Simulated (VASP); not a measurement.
# MoS2 (P-3m1) in VASP: further runs, part 2 of 2

VASP 6.6.1. Earlier steps stand in the parts before.

## 3. Single point, LDA

This run uses another cell than the first one, of 18.03 Å³/atom, 1.027 times its volume.

The input, INCAR:

```
SYSTEM = MoS2
ALGO = Normal
EDIFF = 1E-7
ENCUT = 520
GGA = CA
ISIF = 2
ISMEAR = -1
LASPH = .True.
LCHARG = .False.
LREAL = .False.
LWAVE = .False.
NBANDS = 20
NELM = 100
PREC = Accurate
SIGMA = 0.1
```

The input, KPOINTS:

```
k-points
0
Gamma
  10 10 5
  0 0 0
```

The input, POSCAR:

```
MoS2
1.0
    3.1727467183      0.0000000000      0.0000000000
   -1.5863733592      2.7476867784      0.0000000000
    0.0000000000      0.0000000000      6.2054583099
Mo S
1 2
Direct
    0.0000000000      0.0000000000      0.5000000000
    0.3333333333      0.6666666667      0.2553200000
    0.6666666667      0.3333333333      0.7446800000
```

Potentials or basis: VASP PAW LDA potentials, release 64 (Mo_sv, S).

The run is started by

```bash
$ cat potpaw_LDA.64/Mo_sv/POTCAR potpaw_LDA.64/S/POTCAR > POTCAR
$ mpirun -np 1 vasp_std > vasp.out
```

Wall time 18 s (1 thread of Intel Xeon 6975P-C (Granite Rapids), shared host); peak memory 0.18 GiB.

The run converged. Its results:

```yaml
Free_energy: -23.6062 eV
Pressure: 1.4 GPa
Largest_force: 0.720 eV/Å
Band_gap_on_the_k_mesh: zero (band 13 reaches 7.85 eV, above the bottom of band 14 at 7.10 eV)
```

Forces on the atoms (eV/Å):
```
Mo   0.000  0.000  0.000
S    0.000  0.000 -0.720
S    0.000  0.000  0.720
```

Stress tensor (GPa, compression positive):
```
-0.10  0.00  0.00
 0.00 -0.10  0.00
 0.00  0.00  4.29
```

Levels at points of the mesh, in eV from the Fermi level:
| k point | band 10 | band 11 | band 12 | band 13 | band 14 | band 15 | band 16 | band 17 |
| --- | --- | --- | --- | --- | --- | --- | --- | --- |
| (0.00, 0.00, 0.00) | -1.88 | -1.24 | -1.07 | -1.07 | -0.26 | -0.26 | 3.41 | 3.41 |
| (0.50, 0.00, 0.00) | -4.33 | -3.30 | -1.82 | -1.79 | 1.01 | 1.81 | 3.88 | 3.88 |

## 4. Single point, LDA

This run uses another cell than the first one, of 18.51 Å³/atom, 1.054 times its volume.

The input, INCAR:

```
  ALGO = Normal
  EDIFF = 1E-6
  ENCUT = 520
  GGA = CA
  ISIF = 2
  ISMEAR = -1
  LASPH = T
  LCHARG = T
  LELF = T
  LREAL = F
  LVHAR = T
  LWAVE = F
  NBANDS = 20
  NELM = 80
  PREC = Accurate
  SIGMA = 0.1
```

The input, KPOINTS:

```
k-points
0
Gamma
  10 10 5
```

The input, POSCAR:

```
MoS2
1.0
    3.2003372051      0.0000000000      0.0000000000
   -1.6001686025      2.7715809063      0.0000000000
    0.0000000000      0.0000000000      6.2594215256
Mo S
1 2
Direct
    0.0000000000      0.0000000000      0.5000000000
    0.3333333333      0.6666666667      0.2553200000
    0.6666666667      0.3333333333      0.7446800000
```

Potentials or basis: VASP PAW LDA potentials, release 64 (Mo_sv, S).

The run is started by

```bash
$ cat potpaw_LDA.64/Mo_sv/POTCAR potpaw_LDA.64/S/POTCAR > POTCAR
$ mpirun -np 1 vasp_std > vasp.out
```

OUTCAR:

```text
EDIFF = 1E-6
   ENCUT = 520
   GGA = CA
   ISIF = 2
   ISMEAR = -1
   LASPH = T
   LREAL = F
   NELM = 80
   PREC = Accurate

 ion  position               nearest neighbor table
   1  0.000  0.000  0.500-   2 2.40   3 2.40   3 2.40   2 2.40   3 2.40   2 2.40
   2  0.333  0.667  0.255-   1 2.40   1 2.40   1 2.40
   3  0.667  0.333  0.745-   1 2.40   1 2.40   1 2.40

  LATTYP: Found a hexagonal cell.
 ALAT       =     3.2003372051
 C/A-ratio  =     1.9558631246

  Lattice vectors:

 A1 = (   3.2003372051,   0.0000000000,   0.0000000000)
 A2 = (  -1.6001686025,   2.7715809063,   0.0000000000)
 A3 = (   0.0000000000,   0.0000000000,   6.2594215256)

Analysis of symmetry for initial positions (statically):
=====================================================================
 Subroutine PRICEL returns:
 Original cell was already a primitive cell.

 Routine SETGRP: Setting up the symmetry group for a
 hexagonal supercell.

 Subroutine GETGRP returns: Found 12 space group operations
[... 157 lines left out ...]

 Free energy of the ion-electron system (eV)
  ---------------------------------------------------
  ext. energy  EPLUGINS =         0.00000000
  ---------------------------------------------------
  free energy    TOTEN  =       -23.60180124 eV

  energy without entropy =      -23.56184050  energy(sigma->0) =      -23.58182087

 E-fermi :   7.0836     XC(G=0): -10.8867

 val. band max:        7.0356472735   @ k =   0.1000   0.0000   0.0000
 cond. band min:       7.0910449050   @ k =   0.2000   0.2000   0.4000
 fundamental gap:      0.0553976315
 Fermi energy:         7.0835865808

 k-point     1 :       0.0000    0.0000    0.0000
  band No.  band energies     occupation
      1     -54.3375      2.00000
      2     -28.5916      2.00000
      3     -28.5272      2.00000
      4     -28.5271      2.00000
      5      -7.8418      2.00000
      6      -6.2962      2.00000
[... 541 lines left out ...]
     19      13.5064      0.00000
     20      14.7750      0.00000

 [... further k-points ...]
[... 5 lines left out ...]
  --------------------------------------------------------------------------------------
  -------------------------------------------------------------------------------------
  Total       -1.2866728     -1.2866798      0.0386739     -0.0000000      0.0000000     -0.0000000
  in kB      -37.1296797    -37.1298830      1.1160181     -0.0000000      0.0000000     -0.0000000
  external PRESSURE =     -24.3811815 kB  Pullay stress =       0.0000000 kB

 VOLUME and BASIS-vectors are now :
 -----------------------------------------------------------------------------
  energy-cutoff  :      520.00
  volume of cell :       55.52
      direct lattice vectors                 reciprocal lattice vectors
     3.200337205  0.000000000  0.000000000     0.312467073  0.180402455  0.000000000
    -1.600168602  2.771580906  0.000000000     0.000000000  0.360804910  0.000000000
     0.000000000  0.000000000  6.259421526     0.000000000  0.000000000  0.159759172

 POSITION                                       TOTAL-FORCE (eV/Angst)
 -----------------------------------------------------------------------------------
      0.00000      0.00000      3.12971         0.000000      0.000000      0.000000
     -0.00000      1.84772      1.59816         0.000000      0.000000     -0.271068
      1.60017      0.92386      4.66127        -0.000000     -0.000000      0.271068
 -----------------------------------------------------------------------------------
    total drift:                                0.000000      0.000000      0.000000

  FREE ENERGIE OF THE ION-ELECTRON SYSTEM (eV)
  ---------------------------------------------------
  free  energy   TOTEN  =       -23.6018012438 eV

  energy  without entropy=      -23.5618404975  energy(sigma->0) =      -23.58182087
```

stdout:

```text
POSCAR found type information on POSCAR MoS
 POSCAR found :  2 types and       3 ions
 scaLAPACK will be used
 LDA part: xc-table for (Slater(with rela. corr.)+CA(PZ))
 , standard interpolation
 POSCAR, INCAR and KPOINTS ok, starting setup
 FFT: planning ... GRIDC
 FFT: planning ... GRID_SOFT
 FFT: planning ... GRID
 WAVECAR not read
 entering main loop
```

Run time: 17 s. Hardware: 1 thread of Intel Xeon 6975P-C (Granite Rapids), shared host; peak memory 0.18 GiB.

Results:

- Free energy: -23.6018 eV
- Pressure: -2.4 GPa
- Largest force: 0.271 eV/Å
- Band gap on the k mesh: zero (band 13 reaches 7.50 eV, above the bottom of band 14 at 6.75 eV)

Forces on the atoms (eV/Å):
```
Mo   0.000  0.000  0.000
S    0.000  0.000 -0.271
S    0.000  0.000  0.271
```

## 5. Overview

```csv
cell,gap on the mesh (eV),pressure (GPa),largest force (eV/Å)
"a = 3.145, b = 3.145, c = 6.151 Å, angles 90.0, 90.0, 120.0°, 3 atoms",none,5.7,1.22
"a = 3.173, b = 3.173, c = 6.205 Å, angles 90.0, 90.0, 120.0°, 3 atoms",none,1.4,0.72
"a = 3.200, b = 3.200, c = 6.259 Å, angles 90.0, 90.0, 120.0°, 3 atoms",none,-2.4,0.27
```

Alike in all rows: task single point; level LDA; potentials or basis VASP PAW LDA potentials, release 64 (Mo_sv, S); no spin polarisation; k mesh 10 × 10 × 5; cutoff (eV) 520; smearing fermi-dirac 0.1 eV.

Caveats: forces of over 1 eV/Å act on the atoms, so gaps and moduli don't describe the material at rest (some runs).

Total energies depend on the potentials used, so only differences within one code and one set of settings carry meaning.
